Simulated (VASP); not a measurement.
# Ag (R-3m) in VASP: single point with PBE

Aim: the single point of Ag with PBE.

All numbers are computed with VASP 6.6.1; they aren't measurements. Logs are shortened: lines on timing, memory, paths and dates and some standing lists are left out, and cuts for length are marked.

## Step 1: The cell of the first run

Symmetry: R-3m, No. 166, trigonal system. Conventional cell: a = 2.937 Å, b = 2.937 Å, c = 7.164 Å, α = 90.00°, β = 90.00°, γ = 120.00°. Within 3.9 Å of Ag (site symmetry -3m) lie 12 Ag at 2.93 to 2.94 Å.

## Step 2: Single point, PBE

Contents of INCAR:

```
PREC     = Accurate       # precision mode
ENCUT    = 520            # plane-wave cutoff, eV
EDIFF    = 1E-7           # SCF threshold, eV
ISMEAR   = 0              # smearing method
SIGMA    = 0.1            # smearing width, eV
LREAL    = False          # projectors in reciprocal space
LASPH    = True           # aspherical terms in the spheres
NELM     = 80             # most SCF steps
ALGO     = Fast           # electronic algorithm
ISIF     = 2              # what is computed and relaxed
LWAVE    = False          # write WAVECAR
LCHARG   = True           # write CHGCAR
GGA      = PE             # functional
LELF     = True           # ELF
LVHAR    = True         
NBANDS   = 24             # bands
```

Contents of KPOINTS:

```
regular mesh
0
Gamma
  18 18 7
```

Contents of POSCAR:

```
Ag
1.0
    2.9365695233      0.0000000000      0.0000000000
   -1.4682847616      2.5431438072      0.0000000000
    0.0000000000      0.0000000000      7.1641190044
Ag
3
Direct
    0.0000000000      0.0000000000      0.0000000000
    0.3333333333      0.6666666667      0.3333333333
    0.6666666667      0.3333333333      0.6666666667
```

Potentials or basis: VASP PAW PBE potentials, release 64 (Ag).

On the command line:

```console
$ cat potpaw_PBE.64/Ag/POTCAR > POTCAR
$ mpirun -np 1 vasp_std > vasp.out
```

OUTCAR:

```text
PREC = Accurate
   ENCUT = 520
   EDIFF = 1E-7
   ISMEAR = 0
   LREAL = False
   LASPH = True
   NELM = 80
   ISIF = 2
   GGA = PE

 ion  position               nearest neighbor table
   1  0.000  0.000  0.000-   2 2.93   3 2.93   3 2.93   2 2.93   3 2.93   2 2.93
   2  0.333  0.667  0.333-   1 2.93   1 2.93   1 2.93   3 2.93   3 2.93   3 2.93
   3  0.667  0.333  0.667-   1 2.93   1 2.93   1 2.93   2 2.93   2 2.93   2 2.93

  LATTYP: Found a hexagonal cell.
 ALAT       =     2.9365695233
 C/A-ratio  =     2.4396217926

  Lattice vectors:

 A1 = (   2.9365695233,   0.0000000000,   0.0000000000)
 A2 = (  -1.4682847616,   2.5431438072,   0.0000000000)
 A3 = (   0.0000000000,   0.0000000000,   7.1641190044)

Analysis of symmetry for initial positions (statically):
=====================================================================
 Subroutine PRICEL returns following result:

  LATTYP: Found a trigonal (rhomboedric) cell.
 ALAT       =     2.9286880419
 COS(alpha) =     0.4973052484

  Lattice vectors:

 A1 = (   1.4682847614,   0.8477146026,  -2.3880396686)
 A2 = (   0.0000000001,  -1.6954292049,  -2.3880396679)
 A3 = (  -1.4682847615,   0.8477146023,  -2.3880396679)

   3 primitive cells build up your supercell.

 Routine SETGRP: Setting up the symmetry group for a
 hexagonal supercell.

 Subroutine GETGRP returns: Found 12 space group operations
 (whereof 12 operations were pure point group operations)
 out of a pool of 24 trial point group operations.

The static configuration has the point symmetry D_3d.

Analysis of symmetry for dynamics (positions and initial velocities):
=====================================================================
 Subroutine PRICEL returns following result:

  LATTYP: Found a trigonal (rhomboedric) cell.
 ALAT       =     2.9286880419
 COS(alpha) =     0.4973052484

  Lattice vectors:

 A1 = (   1.4682847614,   0.8477146026,  -2.3880396686)
 A2 = (   0.0000000001,  -1.6954292049,  -2.3880396679)
 A3 = (  -1.4682847615,   0.8477146023,  -2.3880396679)

   3 primitive cells build up your supercell.

 Routine SETGRP: Setting up the symmetry group for a
 hexagonal supercell.

 Subroutine GETGRP returns: Found 12 space group operations
 (whereof 12 operations were pure point group operations)
 out of a pool of 24 trial point group operations.

[... 88 lines left out ...]
 SYSTEM =  unknown system
   PREC   = accura    normal or accurate (medium, high low for compatibility)
   ISTART =      0    job   : 0-new  1-cont  2-samecut
   ICHARG =      2    charge: 1-file 2-atom 10-const
   ISPIN  =      1    spin polarized calculation?
   LNONCOLLINEAR =      F non collinear calculations
   LSORBIT =      F    spin-orbit coupling
   LASPH  =      T    aspherical Exc in radial PAW
   ENCUT  =  520.0 eV  38.22 Ry    6.18 a.u.   5.46  5.46 13.32*2*pi/ulx,y,z
   NELM   =     80;   NELMIN=  2; NELMDL= -5     # of ELM steps
   EDIFF  = 0.1E-06   stopping-criterion for ELM
   LREAL  =      F    real-space projection
   EDIFFG = 0.1E-05   stopping-criterion for IOM
   NSW    =      0    number of steps for IOM
   IBRION =     -1    ionic relax: 0-MD 1-quasi-New 2-CG
   NFREE  =      0    steps in history (QN), initial steepest desc. (CG)
   ISIF   =      2    stress and relaxation
   ISYM   =      2    0-nonsym 1-usesym 2-fastsym
   POTIM  = 0.5000    time-step for ionic-motion
   TEBEG  =    0.0;   TEEND  =   0.0 temperature during run
   PSTRESS=    0.0 pullay stress
   NELECT =      33.0000    total number of electrons
   NUPDOWN=      -1.0000    fix difference up-down
   EMIN   =  10.00;   EMAX   =-10.00  energy-range for DOS
   EFERMI =   0.00;   METHOD = LEGACY
   ISMEAR =     0;   SIGMA  =   0.10  broadening in eV -4-tet -1-fermi 0-gaus
   EFERMI_NEDOS =   21; number of points for ismear=-14 and -15
   IALGO  =     68    algorithm
   IMIX   =      4    mixing-type and parameters
     AMIX     =   0.40;   BMIX     =  1.00
     AMIX_MAG =   1.60;   BMIX_MAG =  1.00
  volume/ion in A,a.u.               =      17.83       120.35
  Fermi-wavevector in a.u.,A,eV,Ry     =   1.393547  2.633421 26.422133  1.941972
  Thomas-Fermi vector in A             =   2.517182
   LORBIT       =      0    0 simple, 1 ext, 2 COOP (PROOUT), +10 PAW based schemes
   GGA     = PE    functional components
   LHFCALC =     F    Hartree Fock is set to
   AEXX    =    0.0000 exact exchange contribution
   IVDW    =     0    specifies the selected vdW correction
   LEPSILON=     F    determine dielectric tensor
   LRPA    =     F    only Hartree local field effects (RPA)
 non-spin polarized calculation
 RMM-DIIS sequential band-by-band and
 Gauss-broadening in eV      SIGMA  =   0.10
  energy-cutoff  :      520.00
  volume of cell :       53.50
 maximum number of plane-waves:      1515
 NGX is ok and might be reduce to    24
   NGX = 11   NGY = 11   NGZ = 27

 number of electron      33.0000011 magnetization

 Free energy of the ion-electron system (eV)
  ---------------------------------------------------
  ext. energy  EPLUGINS =         0.00000000
  ---------------------------------------------------
  free energy    TOTEN  =        -8.16046036 eV

  energy without entropy =       -8.15739774  energy(sigma->0) =       -8.15892905

 E-fermi :   7.8266     XC(G=0): -11.9434

 val. band max:        7.8212268301   @ k =   0.3889   0.0556   0.2857
 cond. band min:       7.8368162581   @ k =   0.0000   0.2222   0.1429
 fundamental gap:      0.0155894280
 Fermi energy:         7.8265804359

 k-point     1 :       0.0000    0.0000    0.0000
  band No.  band energies     occupation
      1       0.3777      2.00000
      2       1.8188      2.00000
      3       1.8188      2.00000
      4       3.1644      2.00000
      5       3.1644      2.00000
      6       3.1874      2.00000
[... 637 lines left out ...]
     23      18.5687      0.00000
     24      20.0771      0.00000

 [... further k-points ...]
[... 5 lines left out ...]
  --------------------------------------------------------------------------------------
  -------------------------------------------------------------------------------------
  Total       -0.0391889     -0.0391889     -0.0443219     -0.0000000      0.0000000      0.0000000
  in kB       -1.1735446     -1.1735446     -1.3272558     -0.0000000      0.0000000      0.0000000
  external PRESSURE =      -1.2247816 kB  Pullay stress =       0.0000000 kB

 VOLUME and BASIS-vectors are now :
 -----------------------------------------------------------------------------
  energy-cutoff  :      520.00
  volume of cell :       53.50
      direct lattice vectors                 reciprocal lattice vectors
     2.936569523  0.000000000  0.000000000     0.340533399  0.196607049  0.000000000
    -1.468284762  2.543143807  0.000000000     0.000000000  0.393214099  0.000000000
     0.000000000  0.000000000  7.164119004     0.000000000  0.000000000  0.139584504

 POSITION                                       TOTAL-FORCE (eV/Angst)
 -----------------------------------------------------------------------------------
      0.00000      0.00000      0.00000        -0.000000      0.000000      0.000000
     -0.00000      1.69543      2.38804        -0.000000     -0.000000     -0.000000
      1.46828      0.84771      4.77608         0.000000      0.000000      0.000000
 -----------------------------------------------------------------------------------
    total drift:                               -0.000000      0.000000      0.000000

  FREE ENERGIE OF THE ION-ELECTRON SYSTEM (eV)
  ---------------------------------------------------
  free  energy   TOTEN  =        -8.1604603578 eV

  energy  without entropy=       -8.1573977404  energy(sigma->0) =       -8.15892905
```

OSZICAR:

```text
N       E                     dE             d eps       ncg     rms          rms(c)
DAV:   1     0.208138430808E+03    0.20814E+03   -0.16496E+04 11040   0.132E+03
DAV:   2    -0.541047760830E+01   -0.21355E+03   -0.19868E+03 11480   0.307E+02
DAV:   3    -0.887051562409E+01   -0.34600E+01   -0.34484E+01 13096   0.455E+01
DAV:   4    -0.888378978751E+01   -0.13274E-01   -0.13273E-01 12240   0.271E+00
DAV:   5    -0.888392794506E+01   -0.13816E-03   -0.13816E-03 13232   0.302E-01    0.805E+00
RMM:   6    -0.818543563801E+01    0.69849E+00   -0.19192E+00 10998   0.101E+01    0.523E+00
RMM:   7    -0.816749013712E+01    0.17946E-01   -0.47436E-02 11252   0.168E+00    0.306E+00
RMM:   8    -0.816054542173E+01    0.69447E-02   -0.34033E-03 11323   0.455E-01    0.299E-01
RMM:   9    -0.816044547805E+01    0.99944E-04   -0.71937E-04 11622   0.193E-01    0.914E-02
RMM:  10    -0.816045722987E+01   -0.11752E-04   -0.71038E-05 11726   0.574E-02    0.528E-02
RMM:  11    -0.816045959703E+01   -0.23672E-05   -0.17235E-05 11721   0.253E-02    0.146E-02
RMM:  12    -0.816045967170E+01   -0.74670E-07   -0.17539E-06 11023   0.847E-03    0.150E-02
RMM:  13    -0.816046000429E+01   -0.33259E-06   -0.22358E-06 11772   0.109E-02    0.307E-03
RMM:  14    -0.816046037297E+01   -0.36868E-06   -0.17312E-07  8250   0.264E-03    0.103E-03
RMM:  15    -0.816046035783E+01    0.15149E-07   -0.39081E-08  5597   0.108E-03
   1 F= -.81604604E+01 E0= -.81589290E+01  d E =-.306262E-02
```

Run time: 5.6 min. Hardware: 1 thread of Intel Xeon 8259CL, shared host; peak memory 0.35 GiB.

Results:

```
Free energy            : -8.1605 eV
Pressure               : -0.1 GPa
Band gap on the k mesh : zero (an odd number of electrons rules out a gap without spin polarisation)
```
